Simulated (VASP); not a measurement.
**Ru: single point with r2SCAN**

The system is Ru.

```xyz
2
Lattice="2.7021 0.0000 0.0000 -1.3511 2.3401 0.0000 0.0000 0.0000 4.2667" Properties=species:S:1:pos:R:3 pbc="T T T"
Ru    0.0000    1.5601    3.2000
Ru    1.3511    0.7800    1.0667
```

```json
{
 "Program": "VASP 6.6.1",
 "Task": "single point",
 "Functional": "r2SCAN",
 "Potentials or basis": "VASP PAW PBE potentials, release 64 (Ru_sv)",
 "Cutoff": "620 eV",
 "k mesh": "18 × 18 × 10",
 "Occupations": "gaussian, width 0.05 eV",
 "Spin": "no spin polarisation"
}
```

- Pressure: 0.1 GPa
- Band gap on the k mesh: zero (bands 16 and 17 overlap by 3.29 eV)

Levels at points of the mesh, in eV from the Fermi level:
| k point | band 13 | band 14 | band 15 | band 16 | band 17 | band 18 | band 19 | band 20 |
| --- | --- | --- | --- | --- | --- | --- | --- | --- |
| (0.00, 0.00, 0.00) | -2.51 | -2.00 | -2.00 | -1.48 | -1.48 | 1.26 | 1.26 | 1.39 |
| (0.50, 0.00, 0.00) | -2.17 | -1.88 | -1.57 | 1.50 | 1.94 | 2.03 | 4.28 | 6.46 |
| (0.00, 0.00, 0.50) | -2.90 | -2.90 | -2.82 | -2.82 | 0.58 | 0.58 | 0.58 | 0.58 |
| (0.50, 0.00, 0.50) | -1.11 | -1.11 | 0.48 | 0.48 | 1.77 | 1.77 | 3.57 | 3.57 |

Wall time 3.4 min on 1 thread of Intel(R) Xeon(R) 6975P-C (Granite Rapids) (shared host), peak memory 0.26 GiB.

Caveat: the PAW data sets were made with another functional, which shifts forces and pressure a little.
